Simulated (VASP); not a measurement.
# MgO (zincblende type) (F-43m) in VASP: notebook, part 2 of 3

VASP 6.6.1.

## (3) Single point, PBE

File INCAR:

```
  PREC = Accurate
  ENCUT = 520
  EDIFF = 1E-6
  ISMEAR = -1
  SIGMA = 0.05
  LREAL = False
  LASPH = True
  NELM = 80
  ALGO = Normal
  ISIF = 2
  LWAVE = False
  LCHARG = False
  GGA = PE
  NBANDS = 11
```

File KPOINTS:

```
Automatic mesh
0
Gamma
  15 15 15
```

File POSCAR:

```
MgO
1.0
    0.0000000000      2.1669211139      2.1669211139
    2.1669211139      0.0000000000      2.1669211139
    2.1669211139      2.1669211139      0.0000000000
Mg O
1 1
Direct
    0.0000000000      0.0000000000      0.0000000000
    0.2500000000      0.2500000000      0.2500000000
```

Potentials or basis: VASP PAW PBE potentials, release 64 (Mg, O).

The run is started by

```console
cat potpaw_PBE.64/Mg/POTCAR potpaw_PBE.64/O/POTCAR > POTCAR
mpirun -np 1 vasp_std > vasp.out
```

OUTCAR:

```text
PREC = Accurate
   ENCUT = 520
   EDIFF = 1E-6
   ISMEAR = -1
   LREAL = False
   LASPH = True
   NELM = 80
   ISIF = 2
   GGA = PE

 ion  position               nearest neighbor table
   1  0.000  0.000  0.000-   2 1.88   2 1.88   2 1.88   2 1.88
   2  0.250  0.250  0.250-   1 1.88   1 1.88   1 1.88   1 1.88

  LATTYP: Found a face centered cubic cell.
 ALAT       =     4.3338422278

  Lattice vectors:

 A1 = (   0.0000000000,   2.1669211139,   2.1669211139)
 A2 = (   2.1669211139,   0.0000000000,   2.1669211139)
 A3 = (   2.1669211139,   2.1669211139,   0.0000000000)

Analysis of symmetry for initial positions (statically):
=====================================================================
 Subroutine PRICEL returns:
 Original cell was already a primitive cell.

 Routine SETGRP: Setting up the symmetry group for a
 face centered cubic supercell.

 Subroutine GETGRP returns: Found 24 space group operations
 (whereof 24 operations were pure point group operations)
 out of a pool of 48 trial point group operations.

The static configuration has the point symmetry T_d .

Analysis of symmetry for dynamics (positions and initial velocities):
=====================================================================
 Subroutine PRICEL returns:
 Original cell was already a primitive cell.

 Routine SETGRP: Setting up the symmetry group for a
 face centered cubic supercell.

 Subroutine GETGRP returns: Found 24 space group operations
 (whereof 24 operations were pure point group operations)
 out of a pool of 48 trial point group operations.

The dynamic configuration has the point symmetry T_d .

 Subroutine INISYM returns: Found 24 space group operations
 (whereof 24 operations are pure point group operations),
 and found     1 'primitive' translations

----------------------------------------------------------------------------------------

                                     Primitive cell

  volume of cell :      20.3498

  direct lattice vectors                    reciprocal lattice vectors
     0.000000000  2.166921114  2.166921114    -0.230742133  0.230742133  0.230742133
     2.166921114  0.000000000  2.166921114     0.230742133 -0.230742133  0.230742133
     2.166921114  2.166921114  0.000000000     0.230742133  0.230742133 -0.230742133

  length of vectors
     3.064489228  3.064489228  3.064489228     0.399657098  0.399657098  0.399657098

  position of ions in fractional coordinates (direct lattice)
     0.000000000  0.000000000  0.000000000
     0.250000000  0.250000000  0.250000000

  ion indices of the primitive-cell ions
   primitive index   ion index
                 1           1
                 2           2

----------------------------------------------------------------------------------------

 KPOINTS: Automatic mesh

Automatic generation of k-mesh.
 Grid dimensions read from file:
 generate k-points for:   15   15   15

 Generating k-lattice:

  Cartesian coordinates                     Fractional coordinates (reciprocal lattice)
    -0.015382809  0.015382809  0.015382809     0.066666667  0.000000000  0.000000000
     0.015382809 -0.015382809  0.015382809     0.000000000  0.066666667  0.000000000
     0.015382809  0.015382809 -0.015382809     0.000000000  0.000000000  0.066666667

  Length of vectors
     0.026643807  0.026643807  0.026643807

  Shift w.r.t. Gamma in fractional coordinates (k-lattice)
     0.000000000  0.000000000  0.000000000

 Subroutine IBZKPT returns following result:
 ===========================================

 Found    120 irreducible k-points:

 Following reciprocal coordinates:
            Coordinates               Weight
  0.000000  0.000000  0.000000      1.000000
  0.066667  0.000000  0.000000      8.000000
  0.133333  0.000000  0.000000      8.000000
  0.200000  0.000000  0.000000      8.000000
  0.266667  0.000000  0.000000      8.000000
  0.333333  0.000000  0.000000      8.000000
[... 16 lines left out ...]
  0.133333  0.133333  0.000000      6.000000
  0.200000  0.133333  0.000000     24.000000
 [... further k-points ...]
   k-points           NKPTS =    120   k-points in BZ     NKDIM =    120   number of bands    NBANDS=     11
   number of dos      NEDOS =    301   number of ions     NIONS =      2
   total plane-waves  NPLWV =  13824
   dimension x,y,z NGX =    24 NGY =   24 NGZ =   24
   dimension x,y,z NGXF=    48 NGYF=   48 NGZF=   48
   ions per type =               1   1
   NGX,Y,Z   is equivalent  to a cutoff of  13.02, 13.02, 13.02 a.u.
   NGXF,Y,Z  is equivalent  to a cutoff of  26.04, 26.04, 26.04 a.u.
 SYSTEM =  unknown system
   PREC   = accura    normal or accurate (medium, high low for compatibility)
   ISTART =      0    job   : 0-new  1-cont  2-samecut
   ICHARG =      2    charge: 1-file 2-atom 10-const
   ISPIN  =      1    spin polarized calculation?
   LNONCOLLINEAR =      F non collinear calculations
   LSORBIT =      F    spin-orbit coupling
   LASPH  =      T    aspherical Exc in radial PAW
   ENCUT  =  520.0 eV  38.22 Ry    6.18 a.u.   5.70  5.70  5.70*2*pi/ulx,y,z
   NELM   =     80;   NELMIN=  2; NELMDL= -5     # of ELM steps
   EDIFF  = 0.1E-05   stopping-criterion for ELM
   LREAL  =      F    real-space projection
   EDIFFG = 0.1E-04   stopping-criterion for IOM
   NSW    =      0    number of steps for IOM
   IBRION =     -1    ionic relax: 0-MD 1-quasi-New 2-CG
   NFREE  =      0    steps in history (QN), initial steepest desc. (CG)
   ISIF   =      2    stress and relaxation
   ISYM   =      2    0-nonsym 1-usesym 2-fastsym
   POTIM  = 0.5000    time-step for ionic-motion
   TEBEG  =    0.0;   TEEND  =   0.0 temperature during run
   PSTRESS=    0.0 pullay stress
   NELECT =       8.0000    total number of electrons
   NUPDOWN=      -1.0000    fix difference up-down
   EMIN   =  10.00;   EMAX   =-10.00  energy-range for DOS
   EFERMI =   0.00;   METHOD = LEGACY
   ISMEAR =    -1;   SIGMA  =   0.05  broadening in eV -4-tet -1-fermi 0-gaus
   EFERMI_NEDOS =   21; number of points for ismear=-14 and -15
   IALGO  =     38    algorithm
   IMIX   =      4    mixing-type and parameters
     AMIX     =   0.40;   BMIX     =  1.00
     AMIX_MAG =   1.60;   BMIX_MAG =  1.00
  volume/ion in A,a.u.               =      10.17        68.66
  Fermi-wavevector in a.u.,A,eV,Ry     =   1.199274  2.266299 19.568688  1.438258
  Thomas-Fermi vector in A             =   2.335141
   LORBIT       =      0    0 simple, 1 ext, 2 COOP (PROOUT), +10 PAW based schemes
   GGA     = PE    functional components
   LHFCALC =     F    Hartree Fock is set to
   AEXX    =    0.0000 exact exchange contribution
   IVDW    =     0    specifies the selected vdW correction
   LEPSILON=     F    determine dielectric tensor
   LRPA    =     F    only Hartree local field effects (RPA)
 non-spin polarized calculation
  energy-cutoff  :      520.00
  volume of cell :       20.35
 maximum number of plane-waves:       560
   NGX = 11   NGY = 11   NGZ = 11

 number of electron       7.9999996 magnetization

 Free energy of the ion-electron system (eV)
  ---------------------------------------------------
  ext. energy  EPLUGINS =         0.00000000
  ---------------------------------------------------
  free energy    TOTEN  =       -11.35691178 eV

  energy without entropy =      -11.35691178  energy(sigma->0) =      -11.35691178

 E-fermi :   2.7755     XC(G=0): -10.4096

 val. band max:        1.6665954174   @ k =  -0.0667   0.0667   0.0000
 cond. band min:       6.2560723736   @ k =   0.0000   0.0000   0.0000
 fundamental gap:      4.5894769562
 Fermi energy:         2.7755284543

 k-point     1 :       0.0000    0.0000    0.0000
  band No.  band energies     occupation
      1     -14.7275      2.00000
      2       1.6630      2.00000
      3       1.6630      2.00000
      4       1.6630      2.00000
      5       6.2561      0.00000
      6      20.2486      0.00000
      7      20.2486      0.00000
      8      20.2486      0.00000
      9      23.4942      0.00000
     10      23.4942      0.00000
     11      23.9257      0.00000
[... 309 lines left out ...]
 k-point    24 :       0.2000    0.1333    0.0000
  band No.  band energies     occupation
      1     -14.4255      2.00000
      2       0.3551      2.00000
      3       1.4549      2.00000
      4       1.4726      2.00000
      5       8.0393      0.00000
      6      17.1924      0.00000
      7      18.9623      0.00000
      8      19.8388      0.00000
      9      20.3619      0.00000
     10      24.0769      0.00000
     11      25.2458      0.00000

 [... further k-points ...]
[... 5 lines left out ...]
  --------------------------------------------------------------------------------------
  -------------------------------------------------------------------------------------
  Total        3.9489712      3.9489712      3.9489712      0.0000000     -0.0000000     -0.0000000
  in kB      310.9104025    310.9104025    310.9104025      0.0000000     -0.0000000     -0.0000000
  external PRESSURE =     310.9104025 kB  Pullay stress =       0.0000000 kB

 VOLUME and BASIS-vectors are now :
 -----------------------------------------------------------------------------
  energy-cutoff  :      520.00
  volume of cell :       20.35
      direct lattice vectors                 reciprocal lattice vectors
     0.000000000  2.166921114  2.166921114    -0.230742133  0.230742133  0.230742133
     2.166921114  0.000000000  2.166921114     0.230742133 -0.230742133  0.230742133
     2.166921114  2.166921114  0.000000000     0.230742133  0.230742133 -0.230742133

 POSITION                                       TOTAL-FORCE (eV/Angst)
 -----------------------------------------------------------------------------------
      0.00000      0.00000      0.00000         0.000000      0.000000      0.000000
      1.08346      1.08346      1.08346        -0.000000     -0.000000     -0.000000
 -----------------------------------------------------------------------------------
    total drift:                                0.000000      0.000000      0.000000

  FREE ENERGIE OF THE ION-ELECTRON SYSTEM (eV)
  ---------------------------------------------------
  free  energy   TOTEN  =       -11.3569117832 eV

  energy  without entropy=      -11.3569117832  energy(sigma->0) =      -11.35691178
```

OSZICAR:

```text
N       E                     dE             d eps       ncg     rms          rms(c)
DAV:   1     0.158649679160E+02    0.15865E+02   -0.45670E+03  2960   0.639E+02
DAV:   2    -0.130111746751E+02   -0.28876E+02   -0.28228E+02  3083   0.142E+02
DAV:   3    -0.136651210888E+02   -0.65395E+00   -0.65355E+00  3263   0.186E+01
DAV:   4    -0.136669886442E+02   -0.18676E-02   -0.18675E-02  2880   0.115E+00
DAV:   5    -0.136669959981E+02   -0.73539E-05   -0.73539E-05  3161   0.691E-02    0.866E+00
DAV:   6    -0.113794485528E+02    0.22875E+01   -0.12700E+01  2916   0.195E+01    0.247E+00
DAV:   7    -0.113616653240E+02    0.17783E-01   -0.63455E-02  2916   0.230E+00    0.152E+00
DAV:   8    -0.113574762054E+02    0.41891E-02   -0.34087E-02  2817   0.211E+00    0.291E-01
DAV:   9    -0.113569838797E+02    0.49233E-03   -0.51761E-04  3176   0.156E-01    0.202E-01
DAV:  10    -0.113569043110E+02    0.79569E-04   -0.17065E-03  2838   0.289E-01    0.149E-02
DAV:  11    -0.113569114856E+02   -0.71747E-05   -0.97014E-06  3084   0.260E-02    0.683E-03
DAV:  12    -0.113569117832E+02   -0.29756E-06   -0.12179E-06  2925   0.926E-03
   1 F= -.11356912E+02 E0= -.11356912E+02  d E =-.309034E-10
```

It took 7.9 s on 1 thread of Intel Xeon 6975P-C (Granite Rapids), shared host; peak memory 0.15 GiB.

Results:

| Item | Value |
| --- | --- |
| Free energy | -11.3569 eV |
| Pressure | 31.1 GPa |
| Band gap on the k mesh | 4.59 eV, indirect (the least direct gap lies 3.6 meV higher) |

A k mesh can miss the band edges.

(Continued in part 3 of 3.)
